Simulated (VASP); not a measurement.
Wanted: the native input for a VASP 6.6.1 run.

* Task: single point
* Functional: PBEsol
* Potentials or basis: VASP PAW PBE potentials, release 64 (Ta_pv, K_sv)
* Cutoff: 520 eV
* k mesh: 6 × 6 × 1
* Occupations: gaussian, width 0.1 eV
* Spin: no spin polarisation
* Dipole correction: yes
* Further INCAR settings: ALGO = Normal; EDIFF = 1e-06; NBANDS = 46

The structure of KTa6 lies in POSCAR:

```
KTa6
1.0
    4.6392671641      0.0000000000      0.0000000000
   -2.3196335820      4.0177232190      0.0000000000
    0.0000000000      0.0000000000     19.9438808521
Ta K
6 1
Direct
    0.6666666666      0.3333333333      0.2005627706
    0.3333333333      0.6666666667      0.2480453269
    0.0000000000      0.0000000000      0.2955278831
    0.6666666666      0.3333333333      0.3400187729
    0.3333333333      0.6666666667      0.3814681516
    0.0000000000      0.0000000000      0.4233820346
    0.2222222222      0.4444444444      0.5664740489
```

The input as run:

INCAR

```
  PREC = Accurate
  ENCUT = 520
  EDIFF = 1E-6
  ISMEAR = 0
  SIGMA = 0.1
  LREAL = F
  LASPH = T
  NELM = 100
  ALGO = Normal
  ISIF = 2
  LWAVE = F
  LCHARG = F
  LDIPOL = T
  IDIPOL = 3
  DIPOL = 0.5 0.5 0.351
  GGA = PS
  NBANDS = 46
```

KPOINTS

```
regular mesh
0
Gamma
  6 6 1
```

Potentials or basis: VASP PAW PBE potentials, release 64 (Ta_pv, K_sv).

Run with:

```sh
$ cat potpaw_PBE.64/Ta_pv/POTCAR potpaw_PBE.64/K_sv/POTCAR > POTCAR
$ mpirun -np 1 vasp_std > vasp.out
```

Results of the run:

```json
{"Largest force": "1.838 eV/Å", "Band gap on the k mesh": "zero (an odd number of electrons rules out a gap without spin polarisation)"}
```

Caveat: the PAW data sets were made with another functional, which shifts forces and pressure a little; spin-orbit coupling is left out, which moves the levels of the heavy elements.

Wall time 4.4 min on 1 thread of Intel(R) Xeon(R) 6975P-C (Granite Rapids), on a shared host, peak memory 0.54 GiB.
